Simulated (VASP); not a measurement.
Here is a VASP 6.6.1 calculation.

INCAR

```
ALGO = Normal
EDIFF = 1E-6
ENCUT = 520
GGA = PE
ISIF = 2
ISMEAR = -1
LASPH = T
LCHARG = T
LELF = T
LREAL = F
LVHAR = T
LWAVE = F
NBANDS = 46
NELM = 80
PREC = Accurate
SIGMA = 0.02
```

The input KPOINTS:

```
k-points
0
Gamma
  6 6 6
```

Contents of POSCAR:

```
Ga4AsP3
1.0
   -2.7519796841      2.7519796841      5.5028866002
    2.7519796841     -2.7519796841      5.5028866002
    2.7519796841      2.7519796841     -5.5028866002
P Ga As
3 4 1
Direct
    0.2500000000      0.7500000000      0.5000000000
    0.5000000000      0.5000000000      0.0000000000
    0.7500000000      0.2500000000      0.5000000000
    0.8711420424      0.3830860113      0.0000000000
    0.1288579576      0.1288579576      0.5119439690
    0.3830860113      0.8711420424      0.0000000000
    0.6169139887      0.6169139887      0.4880560310
    0.0000000000      0.0000000000      0.0000000000
```

Potentials or basis: VASP PAW PBE potentials, release 64 (P, Ga_d, As).

Run with:

```sh
$ cat potpaw_PBE.64/P/POTCAR potpaw_PBE.64/Ga_d/POTCAR potpaw_PBE.64/As/POTCAR > POTCAR
$ mpirun -np 1 vasp_std > vasp.out
```

Question: Predict the band gap on the k mesh.

Answer: 1.45 eV.

Question: Predict the pressure.

Answer: 2.6 GPa.

Question: Estimate the largest force.

Answer: 0.061 eV/Å.

Forces on the atoms (eV/Å):
```
P    0.000  0.000  0.000
P    0.000  0.000  0.000
P    0.000  0.000  0.000
Ga   0.034 -0.034  0.037
Ga   0.034  0.034 -0.037
Ga  -0.034  0.034  0.037
Ga  -0.034 -0.034 -0.037
As   0.000  0.000  0.000
```

A k mesh can miss the band edges.
